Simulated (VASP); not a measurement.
A run of VASP 6.6.1 is set up as follows.

INCAR

```
  ALGO = Normal
  EDIFF = 1E-6
  ENCUT = 520
  GGA = PS
  ISIF = 2
  ISMEAR = -1
  LASPH = True
  LCHARG = False
  LREAL = False
  LWAVE = False
  NBANDS = 13
  NELM = 100
  PREC = Accurate
  SIGMA = 0.15
```

File KPOINTS:

```
k-points
0
Gamma
  5 5 2
```

The input POSCAR:

```
O
1.0
    3.5713700000      0.0000000000      0.0000000000
    0.0000000000      3.5713700000      0.0000000000
    0.0000000000      0.0000000000      7.9561300000
O
2
Direct
    0.5000000000      0.5000000000      0.0000000000
    0.0000000000      0.0000000000      0.0000000000
```

Potentials or basis: VASP PAW PBE potentials, release 64 (O).

Run with:

```bash
$ cat potpaw_PBE.64/O/POTCAR > POTCAR
$ mpirun -np 1 vasp_std > vasp.out
```

**Question.** What does it give for the band gap on the k mesh?

**Answer.** Zero (band 6 reaches -7.34 eV, above the bottom of band 7 at -7.74 eV).

**Question.** What does it give for the pressure?

**Answer.** -6.4 GPa.

Stress tensor (GPa, compression positive):
```
-9.52  0.00  0.00
 0.00 -9.52  0.00
 0.00  0.00 -0.09
```

Caveat: the k points lie up to 0.39 Å⁻¹ apart; the PAW data sets were made with another functional, which shifts forces and pressure a little.
